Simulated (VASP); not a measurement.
A run of VASP 6.6.1 is set up as follows.

File INCAR:

```
PREC = Accurate
ENCUT = 520
EDIFF = 1E-6
ISMEAR = -1
SIGMA = 0.1
LREAL = F
LASPH = T
NELM = 100
ALGO = Normal
ISIF = 2
LWAVE = F
LCHARG = T
GGA = PE
LELF = T
LVHAR = T
NBANDS = 14
```

Contents of KPOINTS:

```
Automatic mesh
0
Gamma
  11 11 11
```

POSCAR

```
Cl
1.0
    0.0000000000      3.0083322131      3.0083322131
    3.0083322131      0.0000000000      3.0083322131
    3.0083322131      3.0083322131      0.0000000000
Cl
2
Direct
   -0.1250000000     -0.1250000000     -0.1250000000
    0.1250000000      0.1250000000      0.1250000000
```

Potentials or basis: VASP PAW PBE potentials, release 64 (Cl).

Command:

```bash
$ cat potpaw_PBE.64/Cl/POTCAR > POTCAR
$ mpirun -np 1 vasp_std > vasp.out
```

**Question.** What does it give for the band gap on the k mesh?

**Answer.** Zero (bands 7 and 8 overlap by 1.75 eV).

**Question.** Predict the pressure.

**Answer.** 6.5 GPa.

Caveat: the cell stands under pressure.
